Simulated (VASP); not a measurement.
## InAgF2: relaxation of cell and atoms with PBE

Crystal: InAgF2.

```
In Ag F
1.0
     3.74620    0.00000    0.00000
    -1.87310    3.24430    0.00000
     0.00000    0.00000    6.07417
In Ag F
1 1 2
Cartesian
  0.0000 0.0000 0.0000
  0.0000 0.0000 3.0371
  0.0000 2.1629 4.3761
  1.8731 1.0814 1.6981
```

| Property | Result |
| --- | --- |
| Program | VASP 6.6.1 |
| Task | relaxation of cell and atoms |
| Functional | PBE |
| Potentials or basis | VASP PAW PBE potentials, release 64 (In_d, Ag, F) |
| Cutoff | 600 eV |
| k mesh | 12 × 12 × 6 |
| Occupations | gaussian, width 0.01 eV |
| Spin | no spin polarisation |
| Dipole correction | no |
| Further INCAR settings | ALGO = Normal; EDIFF = 1e-06; IBRION = 2; EDIFFG = -0.01; NSW = 100; ISIF = 3 |

```yaml
Relaxed_volume: 18.41 Å³/atom
Relaxed_cell: a = 3.763 Å, b = 3.763 Å, c = 6.005 Å, α = 90.00°, β = 90.00°, γ = 120.00°
Space_group_after_relaxing_to_0.05_Å: P-3m1 (No. 164)
Energy_gained_by_relaxing: 0.2 meV/atom
Ionic_steps: 7
Pressure_after_relaxing: 0.1 GPa
Band_gap_on_the_k_mesh: 0.21 eV, indirect (least direct gap 1.46 eV)
```

Forces in eV/Å, atoms in the order of the input:
```
In   0.000  0.000  0.000
Ag   0.000  0.000  0.000
F    0.000  0.000 -0.002
F    0.000  0.000  0.002
```

Step by step:
| step | energy change (eV) | largest force (eV/Å) | pressure (GPa) | volume (Å³) |
| --- | --- | --- | --- | --- |
| 1 | 0.0000 | 0.0031 | -0.14 | 73.82 |
| 2 | -0.0002 | 0.0024 | -0.03 | 73.66 |
| 3 | -0.0002 | 0.0012 | 0.09 | 73.48 |
| 4 | -0.0004 | 0.0001 | 0.07 | 73.51 |
| 5 | -0.0006 | 0.0010 | 0.14 | 73.60 |
| 6 | -0.0003 | 0.0035 | 0.00 | 73.76 |
| 7 | -0.0006 | 0.0022 | 0.05 | 73.65 |

Final structure:
```xyz
4
Lattice="3.7634 0.0000 0.0000 -1.8817 3.2592 0.0000 0.0000 0.0000 6.0048" Properties=species:S:1:pos:R:3 pbc="T T T"
In    0.0000    0.0000    6.0048
Ag    0.0000    0.0000    3.0024
F     0.0000    2.1728    4.3273
F     1.8817    1.0864    1.6774
```

Levels at points of the mesh, in eV from the valence-band top:
| k point | band 17 | band 18 | band 19 | band 20 | band 21 | band 22 |
| --- | --- | --- | --- | --- | --- | --- |
| (0.00, 0.00, 0.00) | -2.20 | -1.24 | -1.24 | 2.04 | 3.21 | 7.75 |
| (0.50, 0.00, 0.00) | -1.62 | -1.26 | -0.13 | 1.81 | 4.24 | 4.74 |
| (0.00, 0.00, 0.50) | -1.83 | -1.25 | -1.25 | 0.21 | 7.44 | 7.71 |
| (0.50, 0.00, 0.50) | -1.72 | -1.30 | -0.85 | 2.05 | 3.55 | 5.80 |

Wall time 12 min on 1 thread of Intel(R) Xeon(R) Platinum 8488C (Sapphire Rapids), with other jobs on the host, peak memory 0.37 GiB.

Caveat: spin-orbit coupling is left out, which moves the levels of the heavy elements. A k mesh can miss the band edges.
